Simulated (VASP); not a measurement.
Input of a VASP 6.6.1 run:

INCAR

```
SYSTEM = Hf
PREC = Accurate
ENCUT = 600
EDIFF = 1E-7
ISMEAR = -1
SIGMA = 0.1
LREAL = .False.
LASPH = .True.
NELM = 100
ALGO = Normal
ISIF = 3
LWAVE = .False.
LCHARG = .False.
GGA = PE
IBRION = 2
NSW = 32
EDIFFG = -0.005
PSTRESS = 2500.0
```

KPOINTS

```
Automatic mesh
0
Gamma
  19 19 19
  0 0 0
```

The input POSCAR:

```
Hf
1.0
    0.0000000000      1.7708444683      1.7708444683
    1.7708444683      0.0000000000      1.7708444683
    1.7708444683      1.7708444683      0.0000000000
Hf
1
Direct
    0.0000000000      0.0000000000      0.0000000000
```

Potentials or basis: VASP PAW PBE potentials, release 64 (Hf_pv).

The run is started by

```console
$ cat potpaw_PBE.64/Hf_pv/POTCAR > POTCAR
$ mpirun -np 1 vasp_std > vasp.out
```

Predict the relaxed cell.

a = 2.499 Å, b = 2.499 Å, c = 2.499 Å, α = 60.00°, β = 60.00°, γ = 60.00°.

Predict the space group after relaxing (to 0.05 Å).

Fm-3m (No. 225).

The path:
```csv
step,energy change (eV),largest force (eV/Å),pressure (GPa),volume (Å³)
1,0.0000,0.0000,245.13,11.11
2,0.8870,0.0000,288.18,10.57
3,0.0997,0.0000,249.89,11.04
4,0.1019,0.0000,250.00,11.04
```

Caveat: the cell is relaxed towards a set pressure, so the enthalpy falls and the energy may rise.
